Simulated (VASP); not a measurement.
Input of a VASP 6.6.1 run:

INCAR

```
ALGO = Normal
EDIFF = 1E-8
ENCUT = 520
GGA = PS
ISIF = 2
ISMEAR = -1
ISPIN = 2
LASPH = True
LCHARG = False
LEFG = True
LMAXMIX = 4
LORBIT = 11
LREAL = False
LWAVE = False
MAGMOM = 1.5
NBANDS = 16
NELM = 150
PREC = Accurate
SIGMA = 0.03
```

KPOINTS

```
k-points
0
Gamma
  19 19 19
```

POSCAR

```
V
1.0
   -1.4821137825      1.4821137825      1.4821137825
    1.4821137825     -1.4821137825      1.4821137825
    1.4821137825      1.4821137825     -1.4821137825
V
1
Direct
    0.0000000000      0.0000000000      0.0000000000
```

Potentials or basis: VASP PAW PBE potentials, release 64 (V_sv).

Launch:

```bash
$ cat potpaw_PBE.64/V_sv/POTCAR > POTCAR
$ mpirun -np 1 vasp_std > vasp.out
```

(1) What does it give for the pressure?

(2) Estimate the net moment.

## Answers

(1) -1.1 GPa.

(2) 0.00 μB per cell.

Caveat: without QUAD_EFG the Cq values of the log hold for a quadrupole moment of 1 mb, not for the nuclei; the PAW data sets were made with another functional, which shifts forces and pressure a little.
